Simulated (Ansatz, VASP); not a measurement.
**ZnS: VASP beside Ansatz**

Contents of POSCAR:

```
ZnS
1.0
    3.8124380900      0.0000000000      0.0000000000
   -1.9062190500      3.3016632500      0.0000000000
    0.0000000000      0.0000000000      6.2508806900
Zn S
2 2
Direct
    0.3333300000      0.6666700000      0.0000000000
    0.6666600000      0.3333300000      0.5000000000
    0.3333300000      0.6666700000      0.3750000000
    0.6666600000      0.3333300000      0.8750000000
```

File INCAR.step1:

```
SYSTEM = ZnS
PREC = Accurate
ENCUT = 520
ISMEAR = -5
SIGMA = 0.1
LREAL = .False.
LASPH = .True.
NELM = 100
NBANDS = 26
GGA = PE
ALGO = Normal
EDIFF = 1E-4
LWAVE = .True.
LCHARG = .False.
```

File INCAR.step2:

```
SYSTEM = ZnS
PREC = Accurate
ENCUT = 520
EDIFF = 1E-6
ISMEAR = -5
SIGMA = 0.1
LREAL = .False.
LASPH = .True.
NELM = 100
ALGO = Normal
ISIF = 2
LWAVE = .False.
LCHARG = .False.
METAGGA = R2SCAN
LMIXTAU = .True.
NBANDS = 26
ISTART = 1
```

The input KPOINTS:

```
Automatic mesh
0
Gamma
  12 12 4
  0 0 0
```

Input for Ansatz:

```yaml
crystal:
  lattice:
    - [3.81243809, 0.0, 0.0]
    - [-1.90621905, 3.30166325, 0.0]
    - [0.0, 0.0, 6.25088069]
  atoms:
    - { symbol: Zn, position: [0.33333, 0.66667, 0.0] }
    - { symbol: Zn, position: [0.66666, 0.33333, 0.5] }
    - { symbol: S, position: [0.33333, 0.66667, 0.375] }
    - { symbol: S, position: [0.66666, 0.33333, 0.875] }
  symmetry: { tolerance: 0.0003 }
kpoints:
  mp_grid: { grid: [12, 12, 4], shift: [0, 0, 0] }
  band_path:
    path:
      - [0.0, 0.0, 0.0]
      - [0.5, 0.0, 0.0]
      - [0.33333333, 0.33333333, 0.0]
      - [0.0, 0.0, 0.0]
      - [0.0, 0.0, 0.5]
      - [0.5, 0.0, 0.5]
      - [0.33333333, 0.33333333, 0.5]
      - [0.0, 0.0, 0.5]
      - [0.5, 0.0, 0.5]
      - [0.5, 0.0, 0.0]
      - [0.33333333, 0.33333333, 0.5]
    npoints: 14
magnetization:
  spin_polarized: false
scf:
  occupations: { method: tetrahedron }
  lower_state_search: "off"
  max_iter: 200
hamiltonian:
  pseudopotentials: { kind: paw }
  xc: r2scan
basis:
  ecutwfc: 500
  fft_grid_basis: typed
output:
  forces: true
  stress: true
  eigenvalues: true
  bader: true
  populations: true
  elf: true
  write_potential: true
  volumetric_format: npy
  dos:
    e_range: [-12, 8]
    de: 0.05
    projected: { site_lists: { S: [S], Zn: [Zn] } }
checkpoint:
  read: saved_state
```

Alike in both runs: task single point; functional r2SCAN; k mesh 12 × 12 × 4; occupations tetrahedron; no spin polarisation.

|  | VASP | Ansatz |
| --- | --- | --- |
| version | VASP 6.6.1 | Ansatz 0.2.0 |
| potentials or method | VASP PAW PBE potentials, release 64 (Zn, S), cutoff 520 eV | PAW plane waves |
| valence electrons in the cell | 36 | 36 |

```tsv
	VASP	Ansatz	Ansatz less VASP
gap on the k mesh at the Fermi level (eV)	2.77	2.76	-0.009
pressure (GPa)	-0.2	-0.3	-0.08
traceless stress, the component that is largest in VASP (GPa)	-0.05	-0.05	+0.003
rms of the force components (eV/Å)	0.009	0.012	+0.0027
```

VASP's potentials were made for PBE, not for r2SCAN. Atom by atom the forces differ by 0.003 eV/Å (rms over components). The functional is the same, so the differences come from potentials, cutoffs and numerics. Ansatz's warnings: band table not solved further, product built on unsolved table, structure snapped to symmetry, tetrahedron derivatives may miss energy slope.
